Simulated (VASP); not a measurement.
# K: single point with PBE+D4

The system is K.

```
K
1.0
    -2.66110    2.66110    2.66110
     2.66110   -2.66110    2.66110
     2.66110    2.66110   -2.66110
K
1
Direct
  0.00000 0.00000 0.00000
```

| Item | Value |
| --- | --- |
| Program | VASP 6.6.1 |
| Task | single point |
| Functional | PBE |
| Dispersion | D4 |
| Potentials or basis | VASP PAW PBE potentials, release 64 (K_sv) |
| Cutoff | 500 eV |
| k mesh | 7 × 7 × 7 |
| Occupations | methfessel-paxton, width 0.05 eV |
| Spin | collinear spin |
| Starting moments | [-0.47] μB |
| Dipole correction | no |
| Further INCAR settings | ALGO = Normal; EDIFF = 1e-06; NBANDS = 14 |

```yaml
Pressure: -0.2 GPa
Net_moment: 0.04 μB per cell
Valence_electrons_inside_the_program's_atomic_spheres: K 7.54
Dispersion_energy_per_atom: -0.067 eV
```

Levels at points of the mesh, in eV from the Fermi level:
Spin up:
| k point | band 2 | band 3 | band 4 | band 5 | band 6 | band 7 | band 8 | band 9 |
| --- | --- | --- | --- | --- | --- | --- | --- | --- |
| (0.00, 0.00, 0.00) | -15.55 | -15.55 | -15.55 | -2.10 | 4.31 | 4.31 | 4.31 | 5.20 |
Spin down:
```csv
k point,band 2,band 3,band 4,band 5,band 6,band 7,band 8,band 9
"(0.00, 0.00, 0.00)",-15.55,-15.55,-15.55,-2.05,4.32,4.32,4.32,5.22
```

Run time: 54 s on 1 thread of Intel Xeon 8259CL, on a shared host, peak memory 0.24 GiB.
